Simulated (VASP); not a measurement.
# LiTl2B6 (Fm-3m) in VASP: further runs, part 2 of 2

VASP 6.6.1. Earlier steps stand in the parts before.

## 3. Relaxation of cell and atoms, PBE

This run uses another cell than the first one, of 16.97 Å³/atom, 1.006 times its volume.

Contents of INCAR:

```
ALGO = Normal ; EDIFF = 1E-6
EDIFFG = -0.01 ; ENCUT = 600
GGA = PE ; IBRION = 2
ISIF = 3 ; ISMEAR = 0
LASPH = True ; LCHARG = False
LREAL = False ; LWAVE = False
NELM = 100 ; NSW = 100
PREC = Accurate ; SIGMA = 0.1
```

Contents of KPOINTS:

```
k-points
0
Gamma
  8 8 8
```

Contents of POSCAR:

```
LiTl2B6
1.0
    0.0000000000      4.2423076755      4.2423076755
    4.2423076755      0.0000000000      4.2423076755
    4.2423076755      4.2423076755      0.0000000000
Li Tl B
1 2 6
Direct
    0.0000000000      0.0000000000      0.0000000000
    0.7500000000      0.7500000000      0.7500000000
    0.2500000000      0.2500000000      0.2500000000
    0.6443734528      0.6443734528      0.3556265472
    0.3556265472      0.6443734528      0.3556265472
    0.6443734528      0.3556265472      0.3556265472
    0.3556265472      0.3556265472      0.6443734528
    0.6443734528      0.3556265472      0.6443734528
    0.3556265472      0.6443734528      0.6443734528
```

Potentials or basis: VASP PAW PBE potentials, release 64 (Li_sv, Tl_d, B).

On the command line:

```sh
$ cat potpaw_PBE.64/Li_sv/POTCAR potpaw_PBE.64/Tl_d/POTCAR potpaw_PBE.64/B/POTCAR > POTCAR
$ mpirun -np 1 vasp_std > vasp.out
```

OUTCAR:

```text
EDIFF = 1E-6
   EDIFFG = -0.01
   ENCUT = 600
   GGA = PE
   IBRION = 2
   ISIF = 3
   ISMEAR = 0
   LASPH = True
   LREAL = False
   NELM = 100
   NSW = 100
   PREC = Accurate

 ion  position               nearest neighbor table
   1  0.000  0.000  0.000-
   2  0.750  0.750  0.750-   5 3.13   7 3.13   9 3.13   6 3.13   7 3.13   8 3.13   4 3.13   5 3.13
                             6 3.13   4 3.13   8 3.13   9 3.13
   3  0.250  0.250  0.250-   5 3.13   6 3.13   7 3.13   7 3.13   8 3.13   9 3.13   4 3.13   5 3.13
                             9 3.13   4 3.13   6 3.13   8 3.13
   4  0.644  0.644  0.356-   5 1.73   6 1.73   8 1.73   9 1.73   3 3.13   2 3.13   3 3.13   2 3.13

   5  0.356  0.644  0.356-   4 1.73   6 1.73   7 1.73   9 1.73   3 3.13   3 3.13   2 3.13   2 3.13

   6  0.644  0.356  0.356-   4 1.73   5 1.73   7 1.73   8 1.73   3 3.13   3 3.13   2 3.13   2 3.13

   7  0.356  0.356  0.644-   5 1.73   6 1.73   8 1.73   9 1.73   3 3.13   3 3.13   2 3.13   2 3.13

   8  0.644  0.356  0.644-   4 1.73   6 1.73   7 1.73   9 1.73   3 3.13   2 3.13   3 3.13   2 3.13

   9  0.356  0.644  0.644-   4 1.73   5 1.73   7 1.73   8 1.73   3 3.13   2 3.13   3 3.13   2 3.13

  LATTYP: Found a face centered cubic cell.
 ALAT       =     8.4846153510

  Lattice vectors:

[... 196 lines left out ...]

  FORCE on cell =-STRESS in cart. coord.  units (eV):
  Direction    XX          YY          ZZ          XY          YZ          ZX
  --------------------------------------------------------------------------------------
  -------------------------------------------------------------------------------------
  Total       -0.1178317     -0.1178317     -0.1178317      0.0000000     -0.0000000      0.0000000
  in kB       -1.2363356     -1.2363356     -1.2363356      0.0000000     -0.0000000      0.0000000
  external PRESSURE =      -1.2363356 kB  Pullay stress =       0.0000000 kB
[... 116 lines left out ...]
--------------------------------------- Ionic step        4  -------------------------------------------

 number of electron      46.9999995 magnetization

 Free energy of the ion-electron system (eV)
  ---------------------------------------------------
  ext. energy  EPLUGINS =         0.00000000
  ---------------------------------------------------
  free energy    TOTEN  =       -37.84839542 eV

  energy without entropy =      -37.82339611  energy(sigma->0) =      -37.83589577

 E-fermi :   3.0967     XC(G=0):  -9.2442

 val. band max:        3.0941821294   @ k =   0.1250   0.1250   0.0000
 cond. band min:       3.1001729372   @ k =  -0.3750   0.5000   0.1250
 fundamental gap:      0.0059908077
 Fermi energy:         3.0967256459

 k-point     1 :       0.0000    0.0000    0.0000
  band No.  band energies     occupation
      1     -43.3757      2.00000
      2     -11.6689      2.00000
      3      -7.5435      2.00000
      4      -7.5435      2.00000
      5      -7.5435      2.00000
      6      -7.4795      2.00000
[... 733 lines left out ...]
     27       5.9217      0.00000
     28       5.9244      0.00000

 [... further k-points ...]
[... 5 lines left out ...]
  --------------------------------------------------------------------------------------
  -------------------------------------------------------------------------------------
  Total        0.0050955      0.0050955      0.0050955     -0.0000000     -0.0000000      0.0000000
  in kB        0.0539006      0.0539006      0.0539006     -0.0000000     -0.0000000      0.0000000
  external PRESSURE =       0.0539006 kB  Pullay stress =       0.0000000 kB
[... 24 lines left out ...]
  FREE ENERGIE OF THE ION-ELECTRON SYSTEM (eV)
  ---------------------------------------------------
  free  energy   TOTEN  =       -37.8483954228 eV

  energy  without entropy=      -37.8233961138  energy(sigma->0) =      -37.83589577

 reached required accuracy - stopping structural energy minimisation
```

Run time: 4.8 min. Hardware: 1 thread of Intel Xeon 6975P-C (Granite Rapids), shared host; peak memory 0.43 GiB.

What came out:

```
Free energy                            : -37.8484 eV
Relaxed volume                         : 16.83 Å³/atom
Relaxed cell                           : a = 5.983 Å, b = 5.983 Å, c = 5.983 Å, α = 60.00°, β = 60.00°, γ = 60.00°
Space group after relaxing (to 0.05 Å) : Fm-3m (No. 225)
Energy gained by relaxing              : 0.1 meV/atom
Ionic steps                            : 4
Pressure after relaxing                : 0.0 GPa
Largest force after relaxing           : 0.009 eV/Å
```

Forces on the atoms (eV/Å):
```
Li   0.000  0.000  0.000
Tl   0.000  0.000  0.000
Tl   0.000  0.000  0.000
B    0.000  0.000  0.009
B    0.000 -0.009  0.000
B   -0.009  0.000  0.000
B    0.000  0.000 -0.009
B    0.000  0.009  0.000
B    0.009  0.000  0.000
```

Step by step:
| step | energy change (eV) | largest force (eV/Å) | pressure (GPa) | volume (Å³) |
| --- | --- | --- | --- | --- |
| 1 | 0.0000 | 0.0122 | -0.12 | 152.70 |
| 2 | -0.0002 | 0.0182 | -0.07 | 152.41 |
| 3 | -0.0005 | 0.0343 | 0.07 | 151.58 |
| 4 | -0.0006 | 0.0091 | 0.01 | 151.46 |

Final structure:
```
Li Tl B
1.0
     0.00000    4.23081    4.23081
     4.23081    0.00000    4.23081
     4.23081    4.23081    0.00000
Li Tl B
1 2 6
Direct
  0.00000 0.00000 0.00000
  0.75000 0.75000 0.75000
  0.25000 0.25000 0.25000
  0.64477 0.64477 0.35523
  0.35523 0.64477 0.35523
  0.64477 0.35523 0.35523
  0.35523 0.35523 0.64477
  0.64477 0.35523 0.64477
  0.35523 0.64477 0.64477
```

Caveat: the cutoff is under 1.25 times the usual one of these potentials, so pressure, stress and relaxed cells hold a basis-set (Pulay) error; spin-orbit coupling is left out, which moves the levels of the heavy elements.
